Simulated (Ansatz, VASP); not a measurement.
## Two plane-wave programs on Ge

The input INCAR:

```
SYSTEM = Ge
PREC = Accurate
ENCUT = 520
EDIFF = 1E-6
ISMEAR = 0
SIGMA = 0.15
LREAL = .False.
LASPH = .True.
NELM = 60
ALGO = Normal
ISIF = 2
LWAVE = .False.
LCHARG = .True.
GGA = PS
LELF = .True.
LVHAR = .True.
NBANDS = 21
```

File KPOINTS:

```
Automatic mesh
0
Gamma
  18 18 18
  0 0 0
```

The input POSCAR:

```
Ge
1.0
    0.0000000000      2.8378807265      2.7953125156
    2.8378807265      0.0000000000      2.7953125156
    2.8378807265      2.8378807265      0.0000000000
Ge
2
Direct
    0.5000000000      0.5000000000      0.5000000000
    0.7500000000      0.7500000000      0.7500000000
```

Input for Ansatz:

```yaml
crystal:
  lattice:
    - [0.0, 2.8378807265, 2.7953125156]
    - [2.8378807265, 0.0, 2.7953125156]
    - [2.8378807265, 2.8378807265, 0.0]
  atoms:
    - { symbol: Ge, position: [0.5, 0.5, 0.5] }
    - { symbol: Ge, position: [0.75, 0.75, 0.75] }
basis:
  ecutwfc: 420
kpoints:
  mp_grid: { grid: [18, 18, 18] }
hamiltonian:
  xc: pbesol
scf:
  occupations: { method: gaussian, width: 0.15 }
output:
  forces: true
  stress: true
  eigenvalues: true
```

Change from the starting cell: strain +0.000 along x and y, -0.015 along z, atoms carried along.

Alike in both runs: task single point; functional PBEsol; k mesh 18 × 18 × 18; occupations gaussian, width 0.15 eV; no spin polarisation.

|  | VASP | Ansatz |
| --- | --- | --- |
| version | VASP 6.6.1 | Ansatz 0.2.0 |
| potentials or method | VASP PAW PBE potentials, release 64 (Ge_d), cutoff 520 eV | scalar-relativistic, plane waves, PAW |
| valence electrons in the cell | 28 | 28 |

Ansatz gave:

```
gap on the k mesh at the Fermi level (eV)                     : 0.05
least direct gap on the mesh (eV)                             : 0.05
pressure (GPa)                                                : 1.1
traceless stress, the component that is largest in VASP (GPa) : 0.70
```

What did VASP give for the same quantities?

gap on the k mesh at the Fermi level (eV): 0.03; least direct gap on the mesh (eV): 0.03; pressure (GPa): 0.6; traceless stress, the component that is largest in VASP (GPa): 0.70.

VASP's potentials were made for PBE, not for PBEsol. The functional is the same, so the differences come from potentials, cutoffs and numerics.
